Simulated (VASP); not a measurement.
# Nb (P2_1/m) in VASP: a series of runs

The runs below take Nb through single point, relaxation of cell and atoms, with PBE.

Program: VASP 6.6.1. These are calculated values, not measurements. Logs are shortened: lines on timing, memory, paths and dates and some standing lists are left out, and cuts for length are marked.

## Step 1: The cell of the first run

The structure is monoclinic, space group P2_1/m (No. 11). Conventional cell: a = 2.650 Å, b = 3.679 Å, c = 3.786 Å, α = 90.00°, β = 93.04°, γ = 90.00°. Within 3.5 Å of Nb (site symmetry m) lie 6 Nb at 2.64 to 2.65 Å.

## Step 2: Single point, PBE

INCAR

```
PREC = Accurate ; ENCUT = 520
EDIFF = 1E-6 ; ISMEAR = 0
SIGMA = 0.1 ; LREAL = False
LASPH = True ; NELM = 80
ALGO = Normal ; ISIF = 2
LWAVE = False ; LCHARG = False
GGA = PE ; NBANDS = 20
```

KPOINTS

```
regular mesh
0
Gamma
  6 6 4
```

POSCAR

```
Nb
1.0
    2.6499624200      0.0000000000      0.0000000000
    0.0000000000      3.6787353300      0.0000000000
   -0.2008650500      0.0000000000      3.7807026300
Nb
2
Direct
    0.5023862900      0.2500000000      0.7493686900
    0.4976137100      0.7500000000      0.2506313100
```

Potentials or basis: VASP PAW PBE potentials, release 64 (Nb_sv).

Launch:

```bash
$ cat potpaw_PBE.64/Nb_sv/POTCAR > POTCAR
$ mpirun -np 1 vasp_std > vasp.out
```

OUTCAR:

```text
PREC = Accurate
   ENCUT = 520
   EDIFF = 1E-6
   ISMEAR = 0
   LREAL = False
   LASPH = True
   NELM = 80
   ISIF = 2
   GGA = PE

 ion  position               nearest neighbor table
   1  0.502  0.250  0.749-   2 2.64   2 2.64   2 2.64   2 2.64
   2  0.498  0.750  0.251-   1 2.64   1 2.64   1 2.64   1 2.64

  LATTYP: Found a simple monoclinic cell.
 ALAT       =     2.6499624200
 B/A-ratio  =     1.3882216979
 C/A-ratio  =     1.4287126201
 COS(beta)  =    -0.0530542013

  Lattice vectors:

 A1 = (   2.6499624200,   0.0000000000,   0.0000000000)
 A2 = (   0.0000000000,   3.6787353300,   0.0000000000)
 A3 = (  -0.2008650500,   0.0000000000,   3.7807026300)

Analysis of symmetry for initial positions (statically):
=====================================================================
 Subroutine PRICEL returns:
 Original cell was already a primitive cell.

 Routine SETGRP: Setting up the symmetry group for a
 simple monoclinic supercell.

 Subroutine GETGRP returns: Found  4 space group operations
 (whereof  2 operations were pure point group operations)
 out of a pool of  4 trial point group operations.

The static configuration has the point symmetry S_2 .
 The point group associated with its full space group is C_2h.

Analysis of symmetry for dynamics (positions and initial velocities):
=====================================================================
 Subroutine PRICEL returns:
 Original cell was already a primitive cell.

 Routine SETGRP: Setting up the symmetry group for a
 simple monoclinic supercell.

 Subroutine GETGRP returns: Found  4 space group operations
 (whereof  2 operations were pure point group operations)
 out of a pool of  4 trial point group operations.

The dynamic configuration has the point symmetry S_2 .
 The point group associated with its full space group is C_2h.

 Subroutine INISYM returns: Found  4 space group operations
 (whereof  2 operations are pure point group operations),
 and found     1 'primitive' translations

----------------------------------------------------------------------------------------

                                     Primitive cell

  volume of cell :      36.8562

  direct lattice vectors                    reciprocal lattice vectors
     2.649962420  0.000000000  0.000000000     0.377363842  0.000000000  0.020048974
     0.000000000  3.678735330  0.000000000     0.000000000  0.271832548  0.000000000
    -0.200865050  0.000000000  3.780702630     0.000000000  0.000000000  0.264501099

  length of vectors
     2.649962420  3.678735330  3.786034752     0.377896058  0.271832548  0.264501099

  position of ions in fractional coordinates (direct lattice)
     0.502386290  0.250000000  0.749368690
     0.497613710  0.750000000  0.250631310

  ion indices of the primitive-cell ions
   primitive index   ion index
                 1           1
                 2           2

----------------------------------------------------------------------------------------

 KPOINTS: regular mesh

Automatic generation of k-mesh.
 Grid dimensions read from file:
 generate k-points for:    6    6    4

 Generating k-lattice:

  Cartesian coordinates                     Fractional coordinates (reciprocal lattice)
     0.062893974  0.000000000  0.003341496     0.166666667  0.000000000  0.000000000
     0.000000000  0.045305425  0.000000000     0.000000000  0.166666667  0.000000000
     0.000000000  0.000000000  0.066125275     0.000000000  0.000000000  0.250000000

  Length of vectors
     0.062982676  0.045305425  0.066125275

  Shift w.r.t. Gamma in fractional coordinates (k-lattice)
     0.000000000  0.000000000  0.000000000

 Subroutine IBZKPT returns following result:
 ===========================================

 Found     56 irreducible k-points:

 Following reciprocal coordinates:
            Coordinates               Weight
  0.000000  0.000000  0.000000      1.000000
  0.166667  0.000000  0.000000      2.000000
  0.333333  0.000000  0.000000      2.000000
  0.500000  0.000000  0.000000      1.000000
  0.000000  0.166667  0.000000      2.000000
  0.166667  0.166667  0.000000      4.000000
[... 16 lines left out ...]
  0.000000  0.166667  0.250000      4.000000
  0.166667  0.166667  0.250000      4.000000
 [... further k-points ...]
   k-points           NKPTS =     56   k-points in BZ     NKDIM =     56   number of bands    NBANDS=     20
   number of dos      NEDOS =    301   number of ions     NIONS =      2
   total plane-waves  NPLWV =  15680
   dimension x,y,z NGX =    20 NGY =   28 NGZ =   28
   dimension x,y,z NGXF=    40 NGYF=   56 NGZF=   56
   ions per type =               2
   NGX,Y,Z   is equivalent  to a cutoff of  12.55, 12.65, 12.29 a.u.
   NGXF,Y,Z  is equivalent  to a cutoff of  25.09, 25.31, 24.59 a.u.
 SYSTEM =  unknown system
   PREC   = accura    normal or accurate (medium, high low for compatibility)
   ISTART =      0    job   : 0-new  1-cont  2-samecut
   ICHARG =      2    charge: 1-file 2-atom 10-const
   ISPIN  =      1    spin polarized calculation?
   LNONCOLLINEAR =      F non collinear calculations
   LSORBIT =      F    spin-orbit coupling
   LASPH  =      T    aspherical Exc in radial PAW
   ENCUT  =  520.0 eV  38.22 Ry    6.18 a.u.   4.93  6.84  7.04*2*pi/ulx,y,z
   NELM   =     80;   NELMIN=  2; NELMDL= -5     # of ELM steps
   EDIFF  = 0.1E-05   stopping-criterion for ELM
   LREAL  =      F    real-space projection
   EDIFFG = 0.1E-04   stopping-criterion for IOM
   NSW    =      0    number of steps for IOM
   IBRION =     -1    ionic relax: 0-MD 1-quasi-New 2-CG
   NFREE  =      0    steps in history (QN), initial steepest desc. (CG)
   ISIF   =      2    stress and relaxation
   ISYM   =      2    0-nonsym 1-usesym 2-fastsym
   POTIM  = 0.5000    time-step for ionic-motion
   TEBEG  =    0.0;   TEEND  =   0.0 temperature during run
   PSTRESS=    0.0 pullay stress
   NELECT =      26.0000    total number of electrons
   NUPDOWN=      -1.0000    fix difference up-down
   EMIN   =  10.00;   EMAX   =-10.00  energy-range for DOS
   EFERMI =   0.00;   METHOD = LEGACY
   ISMEAR =     0;   SIGMA  =   0.10  broadening in eV -4-tet -1-fermi 0-gaus
   EFERMI_NEDOS =   21; number of points for ismear=-14 and -15
   IALGO  =     38    algorithm
   IMIX   =      4    mixing-type and parameters
     AMIX     =   0.40;   BMIX     =  1.00
     AMIX_MAG =   1.60;   BMIX_MAG =  1.00
  volume/ion in A,a.u.               =      18.43       124.36
  Fermi-wavevector in a.u.,A,eV,Ry     =   1.457345  2.753983 28.896791  2.123854
  Thomas-Fermi vector in A             =   2.574157
   LORBIT       =      0    0 simple, 1 ext, 2 COOP (PROOUT), +10 PAW based schemes
   GGA     = PE    functional components
   LHFCALC =     F    Hartree Fock is set to
   AEXX    =    0.0000 exact exchange contribution
   IVDW    =     0    specifies the selected vdW correction
   LEPSILON=     F    determine dielectric tensor
   LRPA    =     F    only Hartree local field effects (RPA)
 non-spin polarized calculation
 Gauss-broadening in eV      SIGMA  =   0.10
  energy-cutoff  :      520.00
  volume of cell :       36.86
 maximum number of plane-waves:      1008
   NGX =  9   NGY = 13   NGZ = 15

 number of electron      26.0000002 magnetization

 Free energy of the ion-electron system (eV)
  ---------------------------------------------------
  ext. energy  EPLUGINS =         0.00000000
  ---------------------------------------------------
  free energy    TOTEN  =       -18.32997116 eV

  energy without entropy =      -18.31816794  energy(sigma->0) =      -18.32406955

 E-fermi :  10.9522     XC(G=0): -12.2642

 val. band max:       10.9499789708   @ k =   0.3333   0.0000   0.5000
 cond. band min:      10.9641390818   @ k =   0.3333   0.3333   0.2500
 fundamental gap:      0.0141601110
 Fermi energy:        10.9522491642

 k-point     1 :       0.0000    0.0000    0.0000
  band No.  band energies     occupation
      1     -43.6786      2.00000
      2     -43.1712      2.00000
      3     -20.3754      2.00000
      4     -20.3044      2.00000
      5     -18.7932      2.00000
      6     -18.7894      2.00000
[... 12 lines left out ...]
     19      17.0421      0.00000
     20      17.6197      0.00000

 k-point     2 :       0.1667    0.0000    0.0000
  band No.  band energies     occupation
      1     -43.6182      2.00000
      2     -43.1156      2.00000
      3     -20.3152      2.00000
      4     -20.2446      2.00000
      5     -19.2235      2.00000
      6     -18.8234      2.00000
[... 12 lines left out ...]
     19      19.1141      0.00000
     20      19.7422      0.00000

 k-point     3 :       0.3333    0.0000    0.0000
  band No.  band energies     occupation
      1     -43.4947      2.00000
      2     -43.0021      2.00000
      3     -20.1953      2.00000
      4     -20.1227      2.00000
      5     -20.1143      2.00000
      6     -19.6138      2.00000
[... 12 lines left out ...]
     19      19.2323      0.00000
     20      19.7309      0.00000

 k-point     4 :       0.5000    0.0000    0.0000
  band No.  band energies     occupation
      1     -43.4315      2.00000
      2     -42.9442      2.00000
      3     -20.5312      2.00000
      4     -20.1507      2.00000
      5     -20.0606      2.00000
      6     -19.9699      2.00000
[... 12 lines left out ...]
     19      19.2918      0.00000
     20      19.2925      0.00000

 k-point     5 :       0.0000    0.1667    0.0000
  band No.  band energies     occupation
      1     -43.6447      2.00000
      2     -43.2052      2.00000
      3     -20.2771      2.00000
      4     -20.2292      2.00000
      5     -18.9248      2.00000
      6     -18.8825      2.00000
[... 12 lines left out ...]
     19      16.3517      0.00000
     20      16.6175      0.00000
[... 353 lines left out ...]
      6     -19.6972      2.00000
[... 12 lines left out ...]
     19      16.1503      0.00000
     20      19.6637      0.00000

 k-point    22 :      -0.1667    0.0000    0.2500
  band No.  band energies     occupation
      1     -43.5471      2.00000
      2     -43.1888      2.00000
      3     -20.1227      2.00000
      4     -20.0491      2.00000
      5     -19.1517      2.00000
      6     -18.9874      2.00000
[... 12 lines left out ...]
     19      15.6618      0.00000
     20      17.3261      0.00000

 k-point    23 :       0.0000    0.1667    0.2500
  band No.  band energies     occupation
      1     -43.5805      2.00000
      2     -43.2696      2.00000
      3     -20.4194      2.00000
      4     -19.7324      2.00000
      5     -19.4977      2.00000
      6     -18.7520      2.00000
[... 12 lines left out ...]
     19      15.9506      0.00000
     20      16.6308      0.00000

 k-point    24 :       0.1667    0.1667    0.2500
  band No.  band energies     occupation
      1     -43.5198      2.00000
      2     -43.2143      2.00000
      3     -20.3571      2.00000
      4     -19.6736      2.00000
      5     -19.4563      2.00000
      6     -19.1487      2.00000
[... 12 lines left out ...]
     19      15.6334      0.00000
     20      18.1234      0.00000

 [... further k-points ...]

------------------------ aborting loop because EDIFF is reached ----------------------------------------

  FORCE on cell =-STRESS in cart. coord.  units (eV):
  Direction    XX          YY          ZZ          XY          YZ          ZX
  --------------------------------------------------------------------------------------
  -------------------------------------------------------------------------------------
  Total        3.1042374      2.5458439      4.1756775      0.0000000      0.0000000     -1.7265116
  in kB      134.9443583    110.6704248    181.5209475      0.0000000      0.0000000    -75.0532145
  external PRESSURE =     142.3785769 kB  Pullay stress =       0.0000000 kB

 VOLUME and BASIS-vectors are now :
 -----------------------------------------------------------------------------
  energy-cutoff  :      520.00
  volume of cell :       36.86
      direct lattice vectors                 reciprocal lattice vectors
     2.649962420  0.000000000  0.000000000     0.377363842  0.000000000  0.020048974
     0.000000000  3.678735330  0.000000000     0.000000000  0.271832548  0.000000000
    -0.200865050  0.000000000  3.780702630     0.000000000  0.000000000  0.264501099

 POSITION                                       TOTAL-FORCE (eV/Angst)
 -----------------------------------------------------------------------------------
      1.18078      0.91968      2.83314         0.062321      0.000000      0.091437
      1.26831      2.75905      0.94756        -0.062321      0.000000     -0.091437
 -----------------------------------------------------------------------------------
    total drift:                                0.000000     -0.000000      0.000000

  FREE ENERGIE OF THE ION-ELECTRON SYSTEM (eV)
  ---------------------------------------------------
  free  energy   TOTEN  =       -18.3299711606 eV

  energy  without entropy=      -18.3181679443  energy(sigma->0) =      -18.32406955
```

Wall time 49 s (1 thread of AMD EPYC 7R13, shared host); peak memory 0.13 GiB.

What came out:

| Quantity | Value |
| --- | --- |
| Free energy | -18.3300 eV |
| Pressure | 14.2 GPa |
| Largest force | 0.111 eV/Å |
| Band gap on the k mesh | zero (band 13 reaches 13.65 eV, above the bottom of band 14 at 9.75 eV) |

Forces in eV/Å, atoms in the order of the input:
```
Nb   0.062  0.000  0.091
Nb  -0.062  0.000 -0.091
```

Levels at points of the mesh, in eV from the Fermi level:
```
           k point  band 9  band 10  band 11  band 12  band 13  band 14  band 15  band 16  band 17  band 18
(0.00, 0.00, 0.00)   -5.77    -4.62    -3.13    -3.04    -1.02     2.70     2.82     5.58     5.59     5.70
(0.50, 0.00, 0.00)   -3.15    -2.66    -2.66    -2.62    -2.18     0.69     2.04     2.16     5.99     7.28
(0.00, 0.50, 0.00)   -3.09    -3.09    -1.62    -1.62     0.19     0.19     2.31     2.31     3.57     3.57
(0.50, 0.50, 0.00)   -2.67    -2.67    -1.00    -1.00     0.25     0.25     1.40     1.40     3.44     3.44
(0.00, 0.00, 0.50)   -3.20    -3.19    -1.70    -1.68     0.30     0.34     1.84     1.90     3.60     3.63
(0.50, 0.00, 0.50)   -2.64    -2.63    -0.84    -0.80     0.01     0.04     1.46     1.51     3.05     3.09
(0.00, 0.50, 0.50)   -2.55    -2.55    -2.07    -2.07     0.71     0.71     1.92     1.92     2.08     2.08
(0.50, 0.50, 0.50)   -4.56    -4.56    -1.15    -1.15     2.70     2.70     2.91     2.91     5.94     5.94
```

Caveat: the k points lie up to 0.42 Å⁻¹ apart.

## Step 3: Relaxation of cell and atoms, PBE

INCAR

```
  PREC = Accurate
  ENCUT = 600
  EDIFF = 1E-6
  ISMEAR = 0
  SIGMA = 0.1
  LREAL = F
  LASPH = T
  NELM = 60
  ALGO = Normal
  ISIF = 3
  LWAVE = F
  LCHARG = F
  GGA = PE
  IBRION = 2
  NSW = 90
  EDIFFG = -0.04
```

KPOINTS

```
Automatic mesh
0
Gamma
  6 6 4
```

POSCAR is that of step 2.

Potentials or basis: VASP PAW PBE potentials, release 64 (Nb_sv).

Launch:

```bash
$ cat potpaw_PBE.64/Nb_sv/POTCAR > POTCAR
$ mpirun -np 1 vasp_std > vasp.out
```

It took 15 min on 1 thread of AMD EPYC 7R13, shared host; peak memory 0.16 GiB.

It converged, with:

```
Free energy                            : -20.3888 eV
Relaxed volume                         : 18.06 Å³/atom
Relaxed cell                           : a = 3.259 Å, b = 3.321 Å, c = 4.479 Å, α = 90.00°, β = 131.82°, γ = 90.00°
Space group after relaxing (to 0.05 Å) : C2/m (No. 12)
Energy gained by relaxing              : 1029.2 meV/atom
Ionic steps                            : 25
Pressure after relaxing                : -0.1 GPa
Largest force after relaxing           : 0.020 eV/Å
Band gap on the k mesh                 : zero (band 13 reaches 13.51 eV, above the bottom of band 14 at 10.38 eV)
```

Forces in eV/Å, atoms in the order of the input:
```
Nb  -0.020  0.000 -0.004
Nb   0.020  0.000  0.004
```

Stress tensor (GPa, compression positive):
```
-0.15  0.00  0.04
 0.00 -0.05  0.00
 0.04  0.00  0.04
```

The path:
| step | energy change (eV) | largest force (eV/Å) | pressure (GPa) | volume (Å³) |
| --- | --- | --- | --- | --- |
| 1 | 0.0000 | 0.1107 | 14.27 | 36.86 |
| 2 | -0.0307 | 0.0688 | -14.82 | 46.24 |
| 3 | -0.2288 | 0.0635 | -3.72 | 41.42 |
| 4 | -0.6314 | 0.0782 | -8.32 | 41.90 |
| 5 | -1.2113 | 0.0950 | -13.52 | 41.93 |
| 6 | -1.6050 | 0.2717 | -10.42 | 39.29 |
| 7 | -1.5204 | 0.4710 | 14.95 | 33.86 |
| 8 | -1.7215 | 0.3511 | -1.66 | 36.83 |
| 9 | -1.7219 | 0.3574 | -1.14 | 36.71 |
| 10 | -1.8217 | 0.1541 | 1.49 | 36.10 |
| 11 | -1.9315 | 0.6693 | 12.01 | 33.92 |
| 12 | -1.9497 | 0.3723 | 8.21 | 34.63 |
| 13 | -1.9951 | 0.4198 | 4.84 | 35.14 |
| 14 | -2.0203 | 0.4585 | 1.57 | 35.79 |
| 15 | -2.0217 | 0.4624 | 0.64 | 35.99 |
| 16 | -2.0293 | 0.3707 | 0.17 | 36.08 |
| 17 | -2.0419 | 0.1005 | -1.26 | 36.34 |
| 18 | -2.0428 | 0.0402 | -1.69 | 36.43 |
| 19 | -2.0478 | 0.0850 | -0.11 | 36.09 |
| 20 | -2.0486 | 0.1294 | 0.80 | 35.90 |
| 21 | -2.0533 | 0.1261 | 0.85 | 35.90 |
| 22 | -2.0559 | 0.1230 | 1.02 | 35.89 |
| 23 | -2.0579 | 0.0580 | -0.58 | 36.23 |
| 24 | -2.0579 | 0.0625 | -0.47 | 36.20 |
| 25 | -2.0584 | 0.0200 | -0.05 | 36.12 |

Final structure:
```
CELL_PARAMETERS angstrom
3.14267 0.00000 -0.86346
0.00000 3.32080 0.00000
-1.99562 0.00000 4.00948
ATOMIC_POSITIONS crystal
Nb 0.50045 0.25000 0.75014
Nb 0.49955 0.75000 0.24986
```

Levels at points of the mesh, in eV from the Fermi level:
```
           k point  band 10  band 11  band 12  band 13  band 14  band 15  band 16  band 17
(0.00, 0.00, 0.00)    -3.76    -3.65    -0.27     0.25     0.97     3.17     3.61     5.51
(0.50, 0.00, 0.00)    -3.69    -1.89    -1.55     1.71     2.91     2.96     3.56     5.96
(0.00, 0.50, 0.00)    -2.52    -1.05    -1.05     0.89     0.89     1.12     1.12     2.48
(0.50, 0.50, 0.00)    -1.35    -1.10    -1.10    -0.77    -0.77     3.98     3.98     4.15
(0.00, 0.00, 0.50)    -2.57    -1.13    -1.11     0.96     0.97     1.19     1.19     2.57
(0.50, 0.00, 0.50)    -2.42    -1.03    -1.01     0.88     0.89     0.89     0.89     2.43
(0.00, 0.50, 0.50)    -3.67    -1.48    -1.48     2.17     2.17     3.13     3.13     3.86
(0.50, 0.50, 0.50)    -3.71    -1.79    -1.79     2.37     2.37     3.46     3.46     4.10
```

Caveat: the k points lie up to 0.47 Å⁻¹ apart in the final cell.
